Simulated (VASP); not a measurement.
# CrO2 in VASP: single point with PBE

Aim: the single point of CrO2 with PBE.

All numbers are computed with VASP 6.6.1; they aren't measurements. Logs are shortened: lines on timing, memory, paths and dates and some standing lists are left out, and cuts for length are marked.

## (1) The cell of the first run

The cell holds a wire or tube with vacuum around it, 12 atoms: a = 15.200 Å, b = 15.500 Å, c = 2.921 Å, α = 90.00°, β = 90.00°, γ = 90.00°.

## (2) Single point, PBE, collinear spin, ferromagnetic start

File INCAR:

```
SYSTEM = CrO2
  PREC = Accurate
  ENCUT = 520
  EDIFF = 1E-6
  ISMEAR = 0
  SIGMA = 0.05
  LREAL = .False.
  LASPH = .True.
  NELM = 150
  ALGO = Normal
  ISIF = 2
  LWAVE = .False.
  LCHARG = .False.
  ISPIN = 2
  MAGMOM = 1.92 1.92 1.92 1.92 0 0 0 0 0 0 0 0
  LORBIT = 11
  LMAXMIX = 4
  GGA = PE
  NBANDS = 64
```

File KPOINTS:

```
Automatic mesh
0
Gamma
  1 1 11
  0 0 0
```

File POSCAR:

```
CrO2
1.0
   15.2000000000      0.0000000000      0.0000000000
    0.0000000000     15.5000000000      0.0000000000
    0.0000000000      0.0000000000      2.9209943594
Cr O
4 8
Direct
    0.5000000000      0.5000000000      0.0000000000
    0.3538044146      0.3566340066      0.5000000000
    0.3538044146      0.6433659934      0.5000000000
    0.6461955854      0.3566340066      0.5000000000
    0.2963769528      0.3003180441      0.0000000000
    0.2963769528      0.5870500309      0.0000000000
    0.5887681237      0.3003180441      0.0000000000
    0.5574274618      0.4436840375      0.5000000000
    0.4112318763      0.4129499691      0.0000000000
    0.4112318763      0.6996819559      0.0000000000
    0.7036230472      0.4129499691      0.0000000000
    0.4425725382      0.5563159625      0.5000000000
```

Potentials or basis: VASP PAW PBE potentials, release 64 (Cr_pv, O).

Run with:

```sh
cat potpaw_PBE.64/Cr_pv/POTCAR potpaw_PBE.64/O/POTCAR > POTCAR
mpirun -np 1 vasp_std > vasp.out
```

OUTCAR:

```text
SYSTEM = CrO2
   PREC = Accurate
   ENCUT = 520
   EDIFF = 1E-6
   ISMEAR = 0
   LREAL = .False.
   LASPH = .True.
   NELM = 150
   ISIF = 2
   ISPIN = 2
   LORBIT = 11
   GGA = PE

 ion  position               nearest neighbor table
   1  0.500  0.500  0.000-   9 1.91   8 1.91  12 1.91   8 1.91  12 1.91
   2  0.354  0.357  0.500-   9 1.91   9 1.91   5 1.91   5 1.91
   3  0.354  0.643  0.500-  12 1.91  10 1.91  10 1.91   6 1.91   6 1.91
   4  0.646  0.357  0.500-   8 1.91   7 1.91   7 1.91  11 1.91  11 1.91
   5  0.296  0.300  0.000-   2 1.91   2 1.91
   6  0.296  0.587  0.000-   3 1.91   3 1.91
   7  0.589  0.300  0.000-   4 1.91   4 1.91
   8  0.557  0.444  0.500-   4 1.91   1 1.91   1 1.91
   9  0.411  0.413  0.000-   1 1.91   2 1.91   2 1.91
  10  0.411  0.700  0.000-   3 1.91   3 1.91
  11  0.704  0.413  0.000-   4 1.91   4 1.91
  12  0.443  0.556  0.500-   3 1.91   1 1.91   1 1.91

  LATTYP: Found a simple orthorhombic cell.
 ALAT       =     2.9209943594
 B/A-ratio  =     5.2037074125
 C/A-ratio  =     5.3064121641

  Lattice vectors:

 A1 = (   0.0000000000,   0.0000000000,   2.9209943594)
 A2 = (  15.2000000000,   0.0000000000,   0.0000000000)
 A3 = (   0.0000000000,  15.5000000000,   0.0000000000)

Analysis of symmetry for initial positions (statically):
=====================================================================
 Subroutine PRICEL returns:
 Original cell was already a primitive cell.

 Routine SETGRP: Setting up the symmetry group for a
 simple orthorhombic supercell.

 Subroutine GETGRP returns: Found  2 space group operations
 (whereof  2 operations were pure point group operations)
 out of a pool of  8 trial point group operations.

The static configuration has the point symmetry C_1h.

Analysis of symmetry for dynamics (positions and initial velocities):
=====================================================================
 Subroutine PRICEL returns:
 Original cell was already a primitive cell.

 Routine SETGRP: Setting up the symmetry group for a
 simple orthorhombic supercell.

 Subroutine GETGRP returns: Found  2 space group operations
 (whereof  2 operations were pure point group operations)
 out of a pool of  8 trial point group operations.

The dynamic configuration has the point symmetry C_1h.

Analysis of structural, dynamic, and magnetic symmetry:
=====================================================================
 Subroutine PRICEL returns:
 Original cell was already a primitive cell.

 Routine SETGRP: Setting up the symmetry group for a
 simple orthorhombic supercell.

 Subroutine GETGRP returns: Found  2 space group operations
 (whereof  2 operations were pure point group operations)
 out of a pool of  8 trial point group operations.

The overall configuration has the point symmetry C_1h.

 Subroutine INISYM returns: Found  2 space group operations
 (whereof  2 operations are pure point group operations),
 and found     1 'primitive' translations

----------------------------------------------------------------------------------------

                                     Primitive cell

  volume of cell :     688.1863

  direct lattice vectors                    reciprocal lattice vectors
    15.200000000  0.000000000  0.000000000     0.065789474  0.000000000  0.000000000
     0.000000000 15.500000000  0.000000000     0.000000000  0.064516129  0.000000000
     0.000000000  0.000000000  2.920994359     0.000000000  0.000000000  0.342349172

  length of vectors
    15.200000000 15.500000000  2.920994359     0.065789474  0.064516129  0.342349172

  position of ions in fractional coordinates (direct lattice)
     0.500000000  0.500000000  0.000000000
     0.353804415  0.356634007  0.500000000
     0.353804415  0.643365993  0.500000000
     0.646195585  0.356634007  0.500000000
     0.296376953  0.300318044  0.000000000
[... 67 lines left out ...]
   ISTART =      0    job   : 0-new  1-cont  2-samecut
   ICHARG =      2    charge: 1-file 2-atom 10-const
   ISPIN  =      2    spin polarized calculation?
   LNONCOLLINEAR =      F non collinear calculations
   LSORBIT =      F    spin-orbit coupling
   LASPH  =      T    aspherical Exc in radial PAW
   ENCUT  =  520.0 eV  38.22 Ry    6.18 a.u.  28.26 28.82  5.43*2*pi/ulx,y,z
   NELM   =    150;   NELMIN=  2; NELMDL= -5     # of ELM steps
   EDIFF  = 0.1E-05   stopping-criterion for ELM
   LREAL  =      F    real-space projection
   EDIFFG = 0.1E-04   stopping-criterion for IOM
   NSW    =      0    number of steps for IOM
   IBRION =     -1    ionic relax: 0-MD 1-quasi-New 2-CG
   NFREE  =      0    steps in history (QN), initial steepest desc. (CG)
   ISIF   =      2    stress and relaxation
   ISYM   =      2    0-nonsym 1-usesym 2-fastsym
   POTIM  = 0.5000    time-step for ionic-motion
   TEBEG  =    0.0;   TEEND  =   0.0 temperature during run
   PSTRESS=    0.0 pullay stress
   NELECT =      96.0000    total number of electrons
   NUPDOWN=      -1.0000    fix difference up-down
   EMIN   =  10.00;   EMAX   =-10.00  energy-range for DOS
   EFERMI =   0.00;   METHOD = LEGACY
   ISMEAR =     0;   SIGMA  =   0.05  broadening in eV -4-tet -1-fermi 0-gaus
   EFERMI_NEDOS =   21; number of points for ismear=-14 and -15
   IALGO  =     38    algorithm
   IMIX   =      4    mixing-type and parameters
     AMIX     =   0.40;   BMIX     =  1.00
     AMIX_MAG =   1.60;   BMIX_MAG =  1.00
  volume/ion in A,a.u.               =      57.35       387.01
  Fermi-wavevector in a.u.,A,eV,Ry     =   0.849043  1.604459  9.808096  0.720875
  Thomas-Fermi vector in A             =   1.964802
   LORBIT       =     11    0 simple, 1 ext, 2 COOP (PROOUT), +10 PAW based schemes
   GGA     = PE    functional components
   LHFCALC =     F    Hartree Fock is set to
   AEXX    =    0.0000 exact exchange contribution
   IVDW    =     0    specifies the selected vdW correction
   LEPSILON=     F    determine dielectric tensor
   LRPA    =     F    only Hartree local field effects (RPA)
 spin polarized calculation
 Gauss-broadening in eV      SIGMA  =   0.05
  energy-cutoff  :      520.00
  volume of cell :      688.19
 maximum number of plane-waves:     18623
 NGX is ok and might be reduce to   120
   NGX = 57   NGY = 57   NGZ = 11

 number of electron      95.9999984 magnetization       7.9999961

 Free energy of the ion-electron system (eV)
  ---------------------------------------------------
  ext. energy  EPLUGINS =         0.00000000
  ---------------------------------------------------
  free energy    TOTEN  =       -94.06421620 eV

  energy without entropy =      -94.05402357  energy(sigma->0) =      -94.05911988

 E-fermi :  -4.1983     XC(G=0):  -2.9230

 val. band max:       -4.2320456003   @ k =   0.0000   0.0000   0.0000
 cond. band min:      -4.1771266466   @ k =   0.0000   0.0000   0.0909
 fundamental gap:      0.0549189536
 Fermi energy:        -4.1982857003

 spin component 1

 k-point     1 :       0.0000    0.0000    0.0000
  band No.  band energies     occupation
      1     -49.2710      1.00000
      2     -49.2696      1.00000
      3     -49.1986      1.00000
      4     -49.0659      1.00000
      5     -49.0536      1.00000
      6     -49.0536      1.00000
[... 367 lines left out ...]
     59      -3.3146      0.00000
     60      -3.1222      0.00000
 Fermi energy:        -4.1982857003

 spin component 2

 k-point     1 :       0.0000    0.0000    0.0000
  band No.  band energies     occupation
      1     -47.2189      1.00000
      2     -47.2186      1.00000
      3     -47.2122      1.00000
      4     -47.2119      1.00000
      5     -47.0412      1.00000
      6     -47.0411      1.00000
[... 367 lines left out ...]
     59      -1.6110      0.00000
     60      -1.5567      0.00000
 [bands above 60 left out]

------------------------ aborting loop because EDIFF is reached ----------------------------------------

  FORCE on cell =-STRESS in cart. coord.  units (eV):
  Direction    XX          YY          ZZ          XY          YZ          ZX
  --------------------------------------------------------------------------------------
  -------------------------------------------------------------------------------------
  Total       -7.0255416     -7.0254038    -20.4146917     -4.4699053      0.0000000      0.0000000
  in kB      -16.3562743    -16.3559536    -47.5277662    -10.4064571      0.0000000      0.0000000
  external PRESSURE =     -26.7466647 kB  Pullay stress =       0.0000000 kB

 VOLUME and BASIS-vectors are now :
 -----------------------------------------------------------------------------
  energy-cutoff  :      520.00
  volume of cell :      688.19
      direct lattice vectors                 reciprocal lattice vectors
    15.200000000  0.000000000  0.000000000     0.065789474  0.000000000  0.000000000
     0.000000000 15.500000000  0.000000000     0.000000000  0.064516129  0.000000000
     0.000000000  0.000000000  2.920994359     0.000000000  0.000000000  0.342349172

 POSITION                                       TOTAL-FORCE (eV/Angst)
 -----------------------------------------------------------------------------------
      7.60000      7.75000      0.00000        -1.656094     -1.656170      0.000000
      5.37783      5.52783      1.46050        -1.935931     -1.935031      0.000000
      5.37783      9.97217      1.46050         1.776149     -1.586423      0.000000
      9.82217      5.52783      1.46050        -1.584233      1.777084      0.000000
      4.50493      4.65493      0.00000         1.871473      1.871381      0.000000
      4.50493      9.09928      0.00000         0.275451      1.681079      0.000000
      8.94928      4.65493      0.00000         1.679980      0.275089      0.000000
      8.47290      6.87710      1.46050         0.636394      0.690424      0.000000
      6.25072      6.40072      0.00000         0.406189      0.405278      0.000000
      6.25072     10.84507      0.00000        -1.804625     -0.353413      0.000000
     10.69507      6.40072      0.00000        -0.354630     -1.805194      0.000000
      6.72710      8.62290      1.46050         0.689877      0.635897      0.000000
 -----------------------------------------------------------------------------------
    total drift:                               -0.000727     -0.000832     -0.000001

  FREE ENERGIE OF THE ION-ELECTRON SYSTEM (eV)
  ---------------------------------------------------
  free  energy   TOTEN  =       -94.0642161958 eV

  energy  without entropy=      -94.0540235656  energy(sigma->0) =      -94.05911988

 total charge

# of ion       s       p       d       tot
------------------------------------------
    1        0.323   6.363   4.060  10.745
    2        0.300   6.318   3.991  10.608
    3        0.345   6.391   3.977  10.713
    4        0.345   6.391   3.977  10.713
    5        1.586   3.304   0.000   4.890
    6        1.586   3.318   0.000   4.905
    7        1.586   3.318   0.000   4.905
    8        1.567   3.451   0.000   5.018
    9        1.568   3.451   0.000   5.019
   10        1.588   3.314   0.000   4.901
   11        1.588   3.314   0.000   4.901
   12        1.567   3.451   0.000   5.018
--------------------------------------------------
tot         13.949  52.381  16.005  82.335

 magnetization (x)

# of ion       s       p       d       tot
------------------------------------------
    1        0.024   0.022   2.414   2.460
    2        0.069   0.021   2.619   2.709
    3        0.025   0.018   1.767   1.811
    4        0.025   0.018   1.767   1.810
    5       -0.004  -0.252   0.000  -0.256
    6       -0.001  -0.142   0.000  -0.144
    7       -0.001  -0.142   0.000  -0.143
    8       -0.002  -0.056   0.000  -0.058
    9       -0.004  -0.113   0.000  -0.117
   10       -0.001  -0.147   0.000  -0.148
   11       -0.001  -0.147   0.000  -0.148
   12       -0.002  -0.056   0.000  -0.058
--------------------------------------------------
tot          0.126  -0.975   8.566   7.717
```

It took 17 min on 1 thread of AMD EPYC 9R45 (Zen 5), shared host; peak memory 1.1 GiB.

Results:

| Property | Result |
| --- | --- |
| Free energy | -94.0642 eV |
| Largest force | 2.737 eV/Å |
| Band gap on the k mesh | zero (filled and empty bands overlap) |
| Net moment | 8.00 μB per cell |
| Site moments | Cr +2.46, +2.71, +1.81 (each value once); O -0.26, -0.14, -0.06, -0.12, -0.15 (each value once) μB |
| Valence electrons inside the program's atomic spheres | Cr 10.74, 10.61, 10.71 (each value once); O 4.89, 4.91, 5.02, 4.90 (each value once) |

Forces in eV/Å, atoms in the order of the input:
```
Cr  -1.656 -1.656  0.000
Cr  -1.936 -1.935  0.000
Cr   1.776 -1.586  0.000
Cr  -1.584  1.777  0.000
O    1.871  1.871  0.000
O    0.275  1.681  0.000
O    1.680  0.275  0.000
O    0.636  0.690  0.000
O    0.406  0.405  0.000
O   -1.805 -0.353  0.000
O   -0.355 -1.805  0.000
O    0.690  0.636  0.000
```

Levels at points of the mesh, in eV from the Fermi level:
Spin up:
| k point | band 50 | band 51 | band 52 | band 53 | band 54 | band 55 |
| --- | --- | --- | --- | --- | --- | --- |
| (0.00, 0.00, 0.00) | -0.74 | -0.31 | -0.25 | -0.03 | 0.03 | 0.59 |
Spin down:
```tsv
k point	band 42	band 43	band 44	band 45	band 46	band 47
(0.00, 0.00, 0.00)	-1.61	-1.19	-1.16	0.74	0.98	1.24
```

Caveat: semilocal functionals often make such compounds metallic where correlation or magnetic order opens a gap, which also shifts bond lengths; the run started ferromagnetic, and an antiferromagnetic order may lie lower in energy.

The gap in the log of VASP goes by the Fermi energy; the results here count the filled bands.